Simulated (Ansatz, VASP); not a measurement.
# CaO in VASP and in Ansatz

Contents of INCAR:

```
SYSTEM = CaO
  ALGO = Normal
  EDIFF = 1E-7
  EDIFFG = -0.002
  ENCUT = 600
  GGA = PS
  GGA_COMPAT = .FALSE.
  IBRION = 2
  ISIF = 3
  ISMEAR = 0
  LASPH = .TRUE.
  LCHARG = .FALSE.
  LREAL = .FALSE.
  LWAVE = .FALSE.
  NELM = 120
  NELMIN = 4
  NSW = 100
  PREC = Accurate
  SIGMA = 0.02
```

File KPOINTS:

```
k-points
0
G
  8 8 8
  0 0 0
```

POSCAR

```
CaO
1.0
    0.0000000000      2.4055000000      2.4055000000
    2.4055000000      0.0000000000      2.4055000000
    2.4055000000      2.4055000000      0.0000000000
Ca O
1 1
Direct
    0.0000000000      0.0000000000      0.0000000000
    0.5000000000      0.5000000000      0.5000000000
```

Input for Ansatz:

```yaml
crystal:
  lattice:
    - [0.0, 2.4055, 2.4055]
    - [2.4055, 0.0, 2.4055]
    - [2.4055, 2.4055, 0.0]
  atoms:
    - { symbol: Ca, position: [0.0, 0.0, 0.0] }
    - { symbol: O, position: [0.5, 0.5, 0.5] }
basis:
  ecutwfc: 420
kpoints:
  mp_grid: { grid: [8, 8, 8] }
hamiltonian:
  xc: pbesol
  pseudopotentials: { kind: paw, azcp: { folder: soft_1 } }
scf:
  occupations: { method: gaussian, width: 0.02 }
output:
  forces: true
  stress: true
  eigenvalues: true
relax:
  adjacent_minimum: "off"
  f_tol: 0.002
  max_steps: 80
  cell: { stress_tol: 0.02 }
```

Alike in both runs: task relaxation of cell and atoms; functional PBEsol; k mesh 8 × 8 × 8; occupations gaussian, width 0.02 eV; no spin polarisation.

```csv
,VASP,Ansatz
version,VASP 6.6.1,Ansatz 0.2.0
potentials or method,"VASP PAW PBE potentials, release 64 (Ca_sv, O), cutoff 600 eV","scalar-relativistic, plane waves, PAW"
valence electrons in the cell,16,16
```

|  | VASP | Ansatz | Ansatz less VASP |
| --- | --- | --- | --- |
| gap on the k mesh at the Fermi level, each at its own relaxed structure (eV) | 3.53 | 3.54 | +0.017 |
| relaxed volume (Å³/atom) | 13.61 | 13.54 | -0.068 |
| relaxed cell length with the largest relative difference (Å) | 3.376 | 3.371 | -0.0056 |

VASP's potentials were made for PBE, not for PBEsol, and Ansatz warns of the same on its side.
